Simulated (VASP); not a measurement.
Set up this calculation in VASP 6.6.1, as the native input.

| Item | Value |
| --- | --- |
| Task | single point |
| Functional | LDA |
| Potentials or basis | VASP PAW LDA potentials, release 64 (Al, Au) |
| Cutoff | 520 eV |
| k mesh | 16 × 16 × 16 |
| Occupations | gaussian, width 0.15 eV |
| Spin | no spin polarisation |
| Dipole correction | no |
| Further INCAR settings | ALGO = Fast; EDIFF = 1e-06; NBANDS = 20 |

The structure of AlAu2 lies in POSCAR:

```
AlAu2
1.0
   -1.6193000000      1.6193000000      4.0978500000
    1.6193000000     -1.6193000000      4.0978500000
    1.6193000000      1.6193000000     -4.0978500000
Al Au
1 2
Direct
    0.0000000000      0.0000000000      0.0000000000
    0.6570428093      0.6570428093      0.0000000000
    0.3429571907      0.3429571907      0.0000000000
```

These files were run (other wordings do the same):

INCAR

```
SYSTEM = AlAu2
PREC     = Accurate       ! precision mode
ENCUT    = 520            ! plane-wave cutoff, eV
EDIFF    = 1E-6           ! SCF threshold, eV
ISMEAR   = 0              ! smearing method
SIGMA    = 0.15           ! smearing width, eV
LREAL    = .False.        ! projectors in reciprocal space
LASPH    = .True.         ! aspherical terms in the spheres
NELM     = 60             ! most SCF steps
ALGO     = Fast           ! electronic algorithm
ISIF     = 2              ! what is computed and relaxed
LWAVE    = .False.        ! write WAVECAR
LCHARG   = .False.        ! write CHGCAR
NBANDS   = 20             ! bands
```

KPOINTS

```
Automatic mesh
0
Gamma
  16 16 16
  0 0 0
```

Potentials or basis: VASP PAW LDA potentials, release 64 (Al, Au).

Launch:

```console
$ cat potpaw_LDA.64/Al/POTCAR potpaw_LDA.64/Au/POTCAR > POTCAR
$ mpirun -np 1 vasp_std > vasp.out
```

It gave:

| Property | Result |
| --- | --- |
| Pressure | 22.4 GPa |
| Largest force | 0.681 eV/Å |
| Band gap on the k mesh | zero (an odd number of electrons rules out a gap without spin polarisation) |

Caveat: the cell stands under pressure; spin-orbit coupling is left out, which moves the levels of the heavy elements.

Run time: 10 min on 1 thread of Intel(R) Xeon(R) Platinum 8375C CPU @ 2.90GHz (Ice Lake) (shared host), peak memory 0.39 GiB.
